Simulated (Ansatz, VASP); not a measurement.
# SnSe2: VASP beside Ansatz

```
Sn Se
1.0
     3.83624    0.00000    0.00000
    -1.91812    3.32228    0.00000
     0.00000    0.00000    6.17664
Sn Se
1 2
Direct
  0.00000 0.00000 0.00000
  0.66667 0.33333 0.75100
  0.33333 0.66667 0.24900
```

Change from the starting cell: volume scaled by 1.02.

Alike in both runs: task single point; functional PBEsol; k mesh 8 × 8 × 5; occupations fermi-dirac, width 0.05 eV; no spin polarisation.

|  | VASP | Ansatz |
| --- | --- | --- |
| version | VASP 6.6.1 | Ansatz 0.2.0 |
| potentials or method | VASP PAW PBE potentials, release 64 (Sn_d, Se), cutoff 520 eV | all-electron LAPW, scalar-relativistic |

Ansatz gave:

* gap on the k mesh at the Fermi level (eV): 0.72
* least direct gap on the mesh (eV): 0.93
* pressure (GPa): 1.1
* traceless stress, the component that is largest in VASP (GPa): 1.26
* rms of the force components (eV/Å): 0.192

Question: What did VASP give for the same quantities?

Answer: gap on the k mesh at the Fermi level (eV): 0.71; least direct gap on the mesh (eV): 0.92; pressure (GPa): 1.2; traceless stress, the component that is largest in VASP (GPa): 1.26; rms of the force components (eV/Å): 0.202.

VASP's potentials were made for PBE, not for PBEsol. Atom by atom the forces differ by 0.010 eV/Å (rms over components). Ansatz ran all-electron here, and VASP with PAW potentials.
